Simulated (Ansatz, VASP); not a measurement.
## One calculation of Os, two programs

The input INCAR:

```
SYSTEM = Os
ALGO = Normal
EDIFF = 1E-6
ENCUT = 500
GGA = PE
GGA_COMPAT = .FALSE.
ISIF = 2
ISMEAR = 0
LASPH = .TRUE.
LCHARG = .FALSE.
LREAL = .FALSE.
LWAVE = .FALSE.
NBANDS = 108
NELM = 120
PREC = Accurate
SIGMA = 0.1
```

KPOINTS

```
k-points
0
G
  6 6 6
  0 0 0
```

Contents of POSCAR:

```
Os
1.0
    3.1258503540      1.8047105434      5.3308319516
   -3.1258503540      1.8047105434      5.3308319516
    0.0000000000     -3.6094210866      5.3308319516
Os
12
Direct
    0.0101900000      0.6536100000      0.0101900000
    0.0101900000      0.0101900000      0.6536100000
    0.6536100000      0.0101900000      0.0101900000
    0.9898100000      0.3463900000      0.9898100000
    0.3463900000      0.9898100000      0.9898100000
    0.9898100000      0.9898100000      0.3463900000
    0.2211800000      0.6306000000      0.2211800000
    0.2211800000      0.2211800000      0.6306000000
    0.6306000000      0.2211800000      0.2211800000
    0.7788200000      0.3694000000      0.7788200000
    0.3694000000      0.7788200000      0.7788200000
    0.7788200000      0.7788200000      0.3694000000
```

Input for Ansatz:

```yaml
crystal:
  lattice:
    - [3.125850354, 1.8047105434, 5.3308319516]
    - [-3.125850354, 1.8047105434, 5.3308319516]
    - [0.0, -3.6094210866, 5.3308319516]
  atoms:
    - { symbol: Os, position: [0.01019, 0.65361, 0.01019] }
    - { symbol: Os, position: [0.01019, 0.01019, 0.65361] }
    - { symbol: Os, position: [0.65361, 0.01019, 0.01019] }
    - { symbol: Os, position: [0.98981, 0.34639, 0.98981] }
    - { symbol: Os, position: [0.34639, 0.98981, 0.98981] }
    - { symbol: Os, position: [0.98981, 0.98981, 0.34639] }
    - { symbol: Os, position: [0.22118, 0.6306, 0.22118] }
    - { symbol: Os, position: [0.22118, 0.22118, 0.6306] }
    - { symbol: Os, position: [0.6306, 0.22118, 0.22118] }
    - { symbol: Os, position: [0.77882, 0.3694, 0.77882] }
    - { symbol: Os, position: [0.3694, 0.77882, 0.77882] }
    - { symbol: Os, position: [0.77882, 0.77882, 0.3694] }
basis:
  ecutwfc: 420
kpoints:
  mp_grid: { grid: [6, 6, 6] }
hamiltonian:
  xc: pbe
scf:
  occupations: { method: gaussian, width: 0.1 }
  lower_state_search: "off"
output:
  forces: true
  stress: true
  eigenvalues: true
```

Alike in both runs: task single point; functional PBE; k mesh 6 × 6 × 6; occupations gaussian, width 0.1 eV; no spin polarisation.

```csv
,VASP,Ansatz
version,VASP 6.6.1,Ansatz 0.2.0
potentials or method,"VASP PAW PBE potentials, release 64 (Os_sv_GW), cutoff 500 eV","scalar-relativistic, plane waves, PAW"
valence electrons in the cell,192,192
```

```csv
,VASP,Ansatz,Ansatz less VASP
gap on the k mesh at the Fermi level (eV),none,none,-
rms of the force components (eV/Å),7.131,6.991,-0.1401
```

Atom by atom the forces differ by 0.150 eV/Å (rms over components). A gap of «none» marks a metal or a gap that the smearing closes.

Spin-orbit coupling is off throughout.
